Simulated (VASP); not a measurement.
# SiC (Moissanite 6O SiC) (Cmc2_1) in VASP: a series of runs

SiC (Moissanite 6O SiC) is run at these levels: PBE; tasks: relaxation of the atoms, single point.

Program: VASP 6.6.1. These are calculated values, not measurements. Logs are shortened: lines on timing, memory, paths and dates and some standing lists are left out, and cuts for length are marked.

## 1. The cell of the first run

The structure is orthorhombic, space group Cmc2_1 (No. 36). Conventional cell: a = 3.078 Å, b = 5.335 Å, c = 15.122 Å, α = 90.00°, β = 90.00°, γ = 90.00°. Within 2.5 Å of Si (site symmetry m) lie 4 C at 1.87 to 1.91 Å. Within 2.5 Å of Si (site symmetry m) lie 4 C at 1.87 to 1.92 Å. Si (site symmetry m) has 4 C at 1.87 to 1.92 Å within 2.5 Å. Within 2.5 Å of C (site symmetry m) lie 4 Si at 1.87 to 1.92 Å. Within 2.5 Å of C (site symmetry m) lie 4 Si at 1.87 to 1.92 Å. C (site symmetry m) has 4 Si at 1.87 to 1.91 Å within 2.5 Å.

## 2. Relaxation of the atoms, PBE

INCAR reads:

```
SYSTEM = SiC
  PREC = Accurate
  ENCUT = 520
  EDIFF = 1E-6
  ISMEAR = -1
  SIGMA = 0.02
  LREAL = .FALSE.
  LASPH = .TRUE.
  NELM = 80
  ALGO = Normal
  ISIF = 2
  LWAVE = .FALSE.
  LCHARG = .FALSE.
  GGA = PE
  IBRION = 2
  NSW = 80
  EDIFFG = -0.02
  LUSENCCL = .FALSE.
```

KPOINTS reads:

```
Automatic mesh
0
G
  10 10 2
  0 0 0
```

POSCAR reads:

```
SiC
1.0
    1.5389000000     -2.6675000000      0.0000000000
    1.5389000000      2.6675000000      0.0000000000
    0.0000000000      0.0000000000     15.1219000000
Si C
6 6
Direct
    0.1673000000      0.8327000000      0.8580000000
    0.8327000000      0.1673000000      0.3580000000
    0.5007000000      0.4993000000      0.5241000000
    0.4993000000      0.5007000000      0.0241000000
    0.8357000000      0.1643000000      0.6912400000
    0.1643000000      0.8357000000      0.1912400000
    0.4960000000      0.5040000000      0.6503000000
    0.5040000000      0.4960000000      0.1503000000
    0.1600000000      0.8400000000      0.9817000000
    0.8400000000      0.1600000000      0.4817000000
    0.8290000000      0.1710000000      0.8168000000
    0.1710000000      0.8290000000      0.3168000000
```

Potentials or basis: VASP PAW PBE potentials, release 64 (Si, C).

Started as:

```
cat potpaw_PBE.64/Si/POTCAR potpaw_PBE.64/C/POTCAR > POTCAR
mpirun -np 1 vasp_std > vasp.out
```

OUTCAR:

```text
SYSTEM = SiC
   PREC = Accurate
   ENCUT = 520
   EDIFF = 1E-6
   ISMEAR = -1
   LREAL = .FALSE.
   LASPH = .TRUE.
   NELM = 80
   ISIF = 2
   GGA = PE
   IBRION = 2
   NSW = 80
   EDIFFG = -0.02

 ion  position               nearest neighbor table
   1  0.167  0.833  0.858-  11 1.87  11 1.87   9 1.87  11 1.91   4 3.07   4 3.08   4 3.08   5 3.08
                             5 3.09   5 3.09
   2  0.833  0.167  0.358-  12 1.87  12 1.87  10 1.87  12 1.91   3 3.07   3 3.08   3 3.08   6 3.08
                             6 3.09   6 3.09
   3  0.501  0.499  0.524-  10 1.87  10 1.87   7 1.91  10 1.92   2 3.07   2 3.08   2 3.08   5 3.09
                             5 3.09   5 3.10
   4  0.499  0.501  0.024-   9 1.87   9 1.87   8 1.91   9 1.92   1 3.07   1 3.08   1 3.08   6 3.09
                             6 3.09   6 3.10
   5  0.836  0.164  0.691-   7 1.87   7 1.87  11 1.90   7 1.92   1 3.08   3 3.09   3 3.09   1 3.09
                             1 3.09   3 3.10
   6  0.164  0.836  0.191-   8 1.87   8 1.87  12 1.90   8 1.92   2 3.08   4 3.09   4 3.09   2 3.09
                             2 3.09   4 3.10
   7  0.496  0.504  0.650-   5 1.87   5 1.87   3 1.91   5 1.92
   8  0.504  0.496  0.150-   6 1.87   6 1.87   4 1.91   6 1.92
   9  0.160  0.840  0.982-   1 1.87   4 1.87   4 1.87   4 1.92
  10  0.840  0.160  0.482-   2 1.87   3 1.87   3 1.87   3 1.92
  11  0.829  0.171  0.817-   1 1.87   1 1.87   5 1.90   1 1.91
  12  0.171  0.829  0.317-   2 1.87   2 1.87   6 1.90   2 1.91

  LATTYP: Found a base centered orthorhombic cell.
 ALAT       =     3.0778000000
 B/A-ratio  =     1.7333809864
 C/A-ratio  =     4.9132172331

  Lattice vectors:

 A1 = (   1.5389000000,  -2.6675000000,   0.0000000000)
 A2 = (   1.5389000000,   2.6675000000,   0.0000000000)
 A3 = (   0.0000000000,   0.0000000000,  15.1219000000)

Analysis of symmetry for initial positions (statically):
=====================================================================
 Subroutine PRICEL returns:
 Original cell was already a primitive cell.

 Routine SETGRP: Setting up the symmetry group for a
 base centered orthorhombic supercell.

 Subroutine GETGRP returns: Found  4 space group operations
 (whereof  2 operations were pure point group operations)
 out of a pool of  8 trial point group operations.

The static configuration has the point symmetry C_1h.
 The point group associated with its full space group is C_2v.

Analysis of symmetry for dynamics (positions and initial velocities):
=====================================================================
 Subroutine PRICEL returns:
 Original cell was already a primitive cell.

 Routine SETGRP: Setting up the symmetry group for a
 base centered orthorhombic supercell.

 Subroutine GETGRP returns: Found  4 space group operations
 (whereof  2 operations were pure point group operations)
 out of a pool of  8 trial point group operations.

The dynamic configuration has the point symmetry C_1h.
 The point group associated with its full space group is C_2v.

 Subroutine INISYM returns: Found  4 space group operations
 (whereof  2 operations are pure point group operations),
 and found     1 'primitive' translations

----------------------------------------------------------------------------------------

                                     Primitive cell

  volume of cell :     124.1513

  direct lattice vectors                    reciprocal lattice vectors
     1.538900000 -2.667500000  0.000000000     0.324907401 -0.187441425  0.000000000
     1.538900000  2.667500000  0.000000000     0.324907401  0.187441425 -0.000000000
     0.000000000  0.000000000 15.121900000    -0.000000000  0.000000000  0.066129256

  length of vectors
     3.079572935  3.079572935 15.121900000     0.375098796  0.375098796  0.066129256

  position of ions in fractional coordinates (direct lattice)
     0.167300000  0.832700000  0.858000000
     0.832700000  0.167300000  0.358000000
     0.500700000  0.499300000  0.524100000
     0.499300000  0.500700000  0.024100000
     0.835700000  0.164300000  0.691240000
     0.164300000  0.835700000  0.191240000
     0.496000000  0.504000000  0.650300000
     0.504000000  0.496000000  0.150300000
     0.160000000  0.840000000  0.981700000
     0.840000000  0.160000000  0.481700000
     0.829000000  0.171000000  0.816800000
     0.171000000  0.829000000  0.316800000
[... 29 lines left out ...]
    -0.000000000  0.000000000  0.033064628     0.000000000  0.000000000  0.500000000

  Length of vectors
     0.037509880  0.037509880  0.033064628

  Shift w.r.t. Gamma in fractional coordinates (k-lattice)
     0.000000000  0.000000000  0.000000000

 Subroutine IBZKPT returns following result:
 ===========================================

 Found     62 irreducible k-points:

 Following reciprocal coordinates:
            Coordinates               Weight
  0.000000  0.000000  0.000000      1.000000
  0.100000  0.000000  0.000000      4.000000
  0.200000  0.000000  0.000000      4.000000
  0.300000  0.000000  0.000000      4.000000
  0.400000  0.000000  0.000000      4.000000
  0.500000  0.000000  0.000000      2.000000
[... 16 lines left out ...]
  0.300000  0.300000  0.000000      2.000000
  0.400000  0.300000  0.000000      4.000000
 [... further k-points ...]
   k-points           NKPTS =     62   k-points in BZ     NKDIM =     62   number of bands    NBANDS=     31
   number of dos      NEDOS =    301   number of ions     NIONS =     12
   total plane-waves  NPLWV =  64512
   dimension x,y,z NGX =    24 NGY =   24 NGZ =  112
   dimension x,y,z NGXF=    48 NGYF=   48 NGZF=  224
   ions per type =               6   6
   NGX,Y,Z   is equivalent  to a cutoff of  12.96, 12.96, 12.31 a.u.
   NGXF,Y,Z  is equivalent  to a cutoff of  25.91, 25.91, 24.63 a.u.
 SYSTEM =  SiC
   PREC   = accura    normal or accurate (medium, high low for compatibility)
   ISTART =      0    job   : 0-new  1-cont  2-samecut
   ICHARG =      2    charge: 1-file 2-atom 10-const
   ISPIN  =      1    spin polarized calculation?
   LNONCOLLINEAR =      F non collinear calculations
   LSORBIT =      F    spin-orbit coupling
   LASPH  =      T    aspherical Exc in radial PAW
   ENCUT  =  520.0 eV  38.22 Ry    6.18 a.u.   5.73  5.73 28.12*2*pi/ulx,y,z
   NELM   =     80;   NELMIN=  2; NELMDL= -5     # of ELM steps
   EDIFF  = 0.1E-05   stopping-criterion for ELM
   LREAL  =      F    real-space projection
   EDIFFG = -.2E-01   stopping-criterion for IOM
   NSW    =     80    number of steps for IOM
   IBRION =      2    ionic relax: 0-MD 1-quasi-New 2-CG
   NFREE  =      1    steps in history (QN), initial steepest desc. (CG)
   ISIF   =      2    stress and relaxation
   ISYM   =      2    0-nonsym 1-usesym 2-fastsym
   POTIM  = 0.5000    time-step for ionic-motion
   TEBEG  =    0.0;   TEEND  =   0.0 temperature during run
   PSTRESS=    0.0 pullay stress
   NELECT =      48.0000    total number of electrons
   NUPDOWN=      -1.0000    fix difference up-down
   EMIN   =  10.00;   EMAX   =-10.00  energy-range for DOS
   EFERMI =   0.00;   METHOD = LEGACY
   ISMEAR =    -1;   SIGMA  =   0.02  broadening in eV -4-tet -1-fermi 0-gaus
   EFERMI_NEDOS =   21; number of points for ismear=-14 and -15
   IALGO  =     38    algorithm
   IMIX   =      4    mixing-type and parameters
     AMIX     =   0.40;   BMIX     =  1.00
     AMIX_MAG =   1.60;   BMIX_MAG =  1.00
  volume/ion in A,a.u.               =      10.35        69.82
  Fermi-wavevector in a.u.,A,eV,Ry     =   1.192628  2.253739 19.352390  1.422361
  Thomas-Fermi vector in A             =   2.328661
   LORBIT       =      0    0 simple, 1 ext, 2 COOP (PROOUT), +10 PAW based schemes
   GGA     = PE    functional components
   LHFCALC =     F    Hartree Fock is set to
   AEXX    =    0.0000 exact exchange contribution
   IVDW    =     0    specifies the selected vdW correction
   LEPSILON=     F    determine dielectric tensor
   LRPA    =     F    only Hartree local field effects (RPA)
 conjugate gradient relaxation of ions
 non-spin polarized calculation
  energy-cutoff  :      520.00
  volume of cell :      124.15
 maximum number of plane-waves:      3363
   NGX = 11   NGY = 11   NGZ = 57

--------------------------------------- Ionic step        1  -------------------------------------------

 number of electron      48.0000003 magnetization

 Free energy of the ion-electron system (eV)
  ---------------------------------------------------
  ext. energy  EPLUGINS =         0.00000000
  ---------------------------------------------------
  free energy    TOTEN  =       -90.28729077 eV

  energy without entropy =      -90.28729077  energy(sigma->0) =      -90.28729077

------------------------ aborting loop because EDIFF is reached ----------------------------------------

  FORCE on cell =-STRESS in cart. coord.  units (eV):
  Direction    XX          YY          ZZ          XY          YZ          ZX
  --------------------------------------------------------------------------------------
  -------------------------------------------------------------------------------------
  Total        4.2465460      1.2519606      2.2074382      0.0000000      0.0000000      0.0000000
  in kB       54.8018515     16.1566027     28.4870809      0.0000000      0.0000000      0.0000000
  external PRESSURE =      33.1485117 kB  Pullay stress =       0.0000000 kB
[... 119 lines left out ...]
  FREE ENERGIE OF THE ION-ELECTRON SYSTEM (eV)
  ---------------------------------------------------
  free  energy   TOTEN  =       -90.3516510479 eV

  energy  without entropy=      -90.3516510479  energy(sigma->0) =      -90.35165105

[... ionic steps 4 to 8 ...]

--------------------------------------- Ionic step        9  -------------------------------------------

 number of electron      48.0000000 magnetization

------------------------ aborting loop because EDIFF is reached ----------------------------------------
[... 87 lines left out ...]
--------------------------------------- Ionic step       11  -------------------------------------------

 number of electron      48.0000000 magnetization

 Free energy of the ion-electron system (eV)
  ---------------------------------------------------
  ext. energy  EPLUGINS =         0.00000000
  ---------------------------------------------------
  free energy    TOTEN  =       -90.35485658 eV

  energy without entropy =      -90.35485658  energy(sigma->0) =      -90.35485658

 E-fermi :   8.5791     XC(G=0): -11.3545

 val. band max:        8.1591716555   @ k =   0.0000   0.0000   0.0000
 cond. band min:      10.1749532124   @ k =   0.5000   0.0000   0.0000
 fundamental gap:      2.0157815569
 Fermi energy:         8.5790624826

 k-point     1 :       0.0000    0.0000    0.0000
  band No.  band energies     occupation
      1      -7.3034      2.00000
      2      -6.7827      2.00000
      3      -6.7469      2.00000
      4      -5.2551      2.00000
      5      -5.2268      2.00000
      6      -3.7440      2.00000
[... 805 lines left out ...]
     30      14.5559      0.00000
     31      14.5696      0.00000

 [... further k-points ...]
[... 5 lines left out ...]
  --------------------------------------------------------------------------------------
  -------------------------------------------------------------------------------------
  Total        2.6694546      2.4753996      2.1887077      0.0000000      0.0000000      0.0000000
  in kB       34.4494211     31.9451340     28.2453625      0.0000000      0.0000000      0.0000000
  external PRESSURE =      31.5466392 kB  Pullay stress =       0.0000000 kB
[... 27 lines left out ...]
  FREE ENERGIE OF THE ION-ELECTRON SYSTEM (eV)
  ---------------------------------------------------
  free  energy   TOTEN  =       -90.3548565820 eV

  energy  without entropy=      -90.3548565820  energy(sigma->0) =      -90.35485658

 reached required accuracy - stopping structural energy minimisation
```

Run time: 17 min. Hardware: 1 × NVIDIA H100 80GB with 1 thread of AMD EPYC 7R13 (Zen 3), shared host; peak memory 1.4 GiB.

What came out:

```yaml
Free_energy: -90.3549 eV
Energy_gained_by_relaxing: 5.6 meV/atom
Ionic_steps: 11
Pressure_after_relaxing: 3.2 GPa
Largest_force_after_relaxing: 0.019 eV/Å
Band_gap_on_the_k_mesh: 2.02 eV, indirect (least direct gap 3.12 eV)
```

Forces on the atoms (eV/Å):
```
Si   0.000 -0.013 -0.001
Si   0.000  0.013 -0.001
Si   0.000  0.007  0.004
Si   0.000 -0.007  0.004
Si   0.000  0.004  0.004
Si   0.000 -0.004  0.004
C    0.000  0.006 -0.008
C    0.000 -0.006 -0.008
C    0.000  0.001  0.003
C    0.000 -0.001  0.003
C    0.000 -0.019 -0.002
C    0.000  0.019 -0.002
```

Stress tensor (GPa, compression positive):
```
3.44 0.00 0.00
0.00 3.19 0.00
0.00 0.00 2.82
```

Step by step:
```csv
step,energy change (eV),largest force (eV/Å),pressure (GPa)
1,0.0000,0.7263,3.31
2,-0.0274,0.6889,3.24
3,-0.0644,0.1808,3.16
4,-0.0659,0.0979,3.16
5,-0.0662,0.0609,3.16
6,-0.0668,0.0339,3.15
7,-0.0668,0.0376,3.15
8,-0.0671,0.0324,3.15
9,-0.0673,0.0465,3.15
10,-0.0674,0.0335,3.15
11,-0.0676,0.0190,3.15
```

Final structure:
```
Si C
1.0
     1.53890   -2.66750    0.00000
     1.53890    2.66750    0.00000
     0.00000    0.00000   15.12190
Si C
6 6
Direct
  0.16517 0.83483 0.85772
  0.83483 0.16517 0.35772
  0.50100 0.49900 0.52450
  0.49900 0.50100 0.02450
  0.83345 0.16655 0.69123
  0.16655 0.83345 0.19123
  0.50034 0.49966 0.64983
  0.49966 0.50034 0.14983
  0.16569 0.83431 0.98267
  0.83431 0.16569 0.48267
  0.83195 0.16805 0.81620
  0.16805 0.83195 0.31620
```

A k mesh can miss the band edges.

## 3. Single point, PBE

INCAR reads:

```
SYSTEM = SiC
ALGO = Normal ; EDIFF = 1E-7
ENCUT = 520 ; GGA = PE
ISIF = 2 ; ISMEAR = -1
LASPH = .TRUE. ; LCHARG = .FALSE.
LREAL = .FALSE. ; LWAVE = .FALSE.
NBANDS = 36 ; NELM = 100
PREC = Accurate ; SIGMA = 0.02
```

KPOINTS reads:

```
k-points
0
G
  16 16 3
  0 0 0
```

POSCAR reads:

```
SiC
1.0
    1.5389000000     -2.6675000000      0.0000000000
    1.5389000000      2.6675000000      0.0000000000
    0.0000000000      0.0000000000     15.1219000000
Si C
6 6
Direct
    0.1666621203      0.8333378797      0.8577216708
    0.8333378797      0.1666621203      0.3577216708
    0.5001149745      0.4998850255      0.5245068537
    0.4998850255      0.5001149745      0.0245068537
    0.8334421551      0.1665578449      0.6912250794
    0.1665578449      0.8334421551      0.1912250794
    0.5001801525      0.4998198475      0.6498133106
    0.4998198475      0.5001801525      0.1498133106
    0.1666200557      0.8333799443      0.9826819003
    0.8333799443      0.1666200557      0.4826819003
    0.8333970490      0.1666029510      0.8161911851
    0.1666029510      0.8333970490      0.3161911851
```

Potentials or basis: VASP PAW PBE potentials, release 64 (Si, C).

Started as:

```
cat potpaw_PBE.64/Si/POTCAR potpaw_PBE.64/C/POTCAR > POTCAR
mpirun -np 1 vasp_std > vasp.out
```

Run time: 4 min. Hardware: 1 thread of Intel Xeon 6975P-C (Granite Rapids), shared host; peak memory 0.55 GiB.

Results (log left out):

| Item | Value |
| --- | --- |
| Free energy | -90.3556 eV |
| Pressure | 3.2 GPa |
| Band gap on the k mesh | 2.02 eV, indirect (least direct gap 3.12 eV) |

Stress tensor (GPa, compression positive):
```
3.46 0.00 0.00
0.00 3.16 0.00
0.00 0.00 2.84
```

Levels at points of the mesh, in eV from the valence-band top:
```
           k point  band 22  band 23  band 24  band 25  band 26  band 27
(0.00, 0.00, 0.00)    -0.05    -0.01     0.00     5.19     5.36     5.77
(0.50, 0.00, 0.00)    -1.79    -1.67    -1.11     2.02     2.21     3.21
(0.50, 0.50, 0.00)    -1.78    -1.67    -1.10     2.02     2.22     3.22
```

## 4. Single point, PBE (volume scaled by 0.98, then relaxed in part)

INCAR reads:

```
SYSTEM = SiC
  PREC = Accurate
  ENCUT = 520
  EDIFF = 1E-6
  ISMEAR = -1
  SIGMA = 0.02
  LREAL = .False.
  LASPH = .True.
  NELM = 100
  ALGO = Normal
  ISIF = 2
  LWAVE = .False.
  LCHARG = .True.
  GGA = PE
  LELF = .True.
  LVHAR = .True.
  NBANDS = 36
```

KPOINTS reads:

```
Automatic mesh
0
Gamma
  16 16 3
  0 0 0
```

Edit POSCAR of step 3 so:

```diff
@@ -2,5 +2,5 @@
 1.0
-    1.5389000000     -2.6675000000      0.0000000000
-    1.5389000000      2.6675000000      0.0000000000
-    0.0000000000      0.0000000000     15.1219000000
+    1.5285715009     -2.6495967760      0.0000000000
+    1.5285715009      2.6495967760      0.0000000000
+    0.0000000000      0.0000000000     15.0204076802
 Si C
```

Started as:

```
cat potpaw_PBE.64/Si/POTCAR potpaw_PBE.64/C/POTCAR > POTCAR
mpirun -np 1 vasp_std > vasp.out
```

It took 9.4 min on 1 thread of Intel Xeon Platinum 8488C (Sapphire Rapids), shared host; peak memory 0.54 GiB.

Results (log left out):

```
Free energy            : -90.2699 eV
Pressure               : 7.9 GPa
Largest force          : 0.005 eV/Å
Band gap on the k mesh : 2.01 eV, indirect (least direct gap 3.12 eV)
```

Forces in eV/Å, atoms in the order of the input:
```
Si   0.000  0.000  0.001
Si   0.000  0.000  0.001
Si   0.000 -0.001  0.005
Si   0.000  0.001  0.005
Si   0.000  0.000  0.001
Si   0.000  0.000  0.001
C    0.000  0.000 -0.004
C    0.000  0.000 -0.004
C    0.000  0.000 -0.001
C    0.000  0.000 -0.001
C    0.000  0.000 -0.001
C    0.000  0.000 -0.001
```

Stress tensor (GPa, compression positive):
```
8.22 0.00 0.00
0.00 7.91 0.00
0.00 0.00 7.52
```

Levels at points of the mesh, in eV from the valence-band top:
```tsv
k point	band 22	band 23	band 24	band 25	band 26	band 27
(0.00, 0.00, 0.00)	-0.05	-0.01	0.00	5.36	5.53	5.95
(0.50, 0.00, 0.00)	-1.81	-1.69	-1.11	2.01	2.22	3.24
(0.50, 0.50, 0.00)	-1.80	-1.69	-1.10	2.02	2.22	3.26
```

 A k mesh can miss the band edges.

(Part 1 of 2 ends here.)
